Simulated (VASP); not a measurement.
Write the native input for VASP 6.6.1 that does the following.

| Property | Result |
| --- | --- |
| Task | single point |
| Functional | PBE |
| Potentials or basis | VASP PAW PBE potentials, release 64 (Ti_sv) |
| Cutoff | 520 eV |
| k mesh | 16 × 16 × 16 |
| Occupations | fermi-dirac, width 0.1 eV |
| Spin | no spin polarisation |
| Dipole correction | no |
| Further INCAR settings | ALGO = Normal; EDIFF = 1e-06; NBANDS = 19 |

The structure of Ti lies in POSCAR:

```
Ti
1.0
    0.0000000000      2.8873536866      2.8873536866
    2.8873536866      0.0000000000      2.8873536866
    2.8873536866      2.8873536866      0.0000000000
Ti
2
Direct
    0.1250000000      0.1250000000      0.1250000000
    0.8750000000      0.8750000000      0.8750000000
```

This cell differs from its parent crystal: volume scaled by 1.04.

One way to write it, as run:

INCAR

```
SYSTEM = Ti
PREC     = Accurate       ! precision mode
ENCUT    = 520            ! plane-wave cutoff, eV
EDIFF    = 1E-6           ! SCF threshold, eV
ISMEAR   = -1             ! smearing method
SIGMA    = 0.1            ! smearing width, eV
LREAL    = .False.        ! projectors in reciprocal space
LASPH    = .True.         ! aspherical terms in the spheres
NELM     = 60             ! most SCF steps
ALGO     = Normal         ! electronic algorithm
ISIF     = 2              ! what is computed and relaxed
LWAVE    = .False.        ! write WAVECAR
LCHARG   = .False.        ! write CHGCAR
GGA      = PE             ! functional
NBANDS   = 19             ! bands
```

KPOINTS

```
Automatic mesh
0
Gamma
  16 16 16
  0 0 0
```

Potentials or basis: VASP PAW PBE potentials, release 64 (Ti_sv).

Command:

```console
$ cat potpaw_PBE.64/Ti_sv/POTCAR > POTCAR
$ mpirun -np 1 vasp_std > vasp.out
```

It gave:

```
Pressure               : -1.1 GPa
Band gap on the k mesh : zero (band 12 reaches 5.01 eV, above the bottom of band 13 at 4.81 eV)
```

It took 110 s on 1 thread of AMD EPYC 9R14 (Zen 4) (shared host), peak memory 0.21 GiB.
